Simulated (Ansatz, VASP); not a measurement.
## One calculation of SnSe, two programs

File INCAR:

```
SYSTEM = SnSe
  PREC = Accurate
  ENCUT = 500
  EDIFF = 1E-6
  ISMEAR = 0
  SIGMA = 0.1
  LREAL = .False.
  LASPH = .True.
  NELM = 120
  ALGO = Normal
  ISIF = 2
  LWAVE = .False.
  LCHARG = .True.
  GGA = PE
  LELF = .True.
  LVHAR = .True.
  NBANDS = 17
  GGA_COMPAT = .False.
```

File KPOINTS:

```
Automatic mesh
0
Gamma
  6 6 6
  0 0 0
```

File POSCAR:

```
SnSe
1.0
    0.0000000000      3.3533996069      3.3533996069
    3.3533996069      0.0000000000      3.3533996069
    3.3533996069      3.3533996069      0.0000000000
Sn Se
1 1
Direct
    0.0000000000      0.0000000000      0.0000000000
    0.7500000000      0.7500000000      0.7500000000
```

Input for Ansatz:

```yaml
crystal:
  lattice:
    - [0.0, 3.3533996069, 3.3533996069]
    - [3.3533996069, 0.0, 3.3533996069]
    - [3.3533996069, 3.3533996069, 0.0]
  atoms:
    - { symbol: Sn, position: [0.0, 0.0, 0.0] }
    - { symbol: Se, position: [0.75, 0.75, 0.75] }
basis:
  ecutwfc: 420
kpoints:
  mp_grid: { grid: [6, 6, 6] }
hamiltonian:
  xc: pbe
scf:
  occupations: { method: gaussian, width: 0.1 }
output:
  forces: true
  stress: true
  eigenvalues: true
```

Alike in both runs: task single point; functional PBE; k mesh 6 × 6 × 6; occupations gaussian, width 0.1 eV; no spin polarisation.

```csv
,VASP,Ansatz
version,VASP 6.6.1,Ansatz 0.2.0
potentials or method,"VASP PAW PBE potentials, release 64 (Sn_d, Se), cutoff 500 eV","scalar-relativistic, plane waves, PAW"
valence electrons in the cell,20,30
```

```tsv
	VASP	Ansatz	Ansatz less VASP
gap on the k mesh at the Fermi level (eV)	0.12	0.12	+0.001
least direct gap on the mesh (eV)	0.63	0.63	+0.001
pressure (GPa)	1.0	1.0	-0.01
```

VASP's potentials hold 20 valence electrons a cell and Ansatz's 30, so a difference there can come from the potentials and not from the codes.
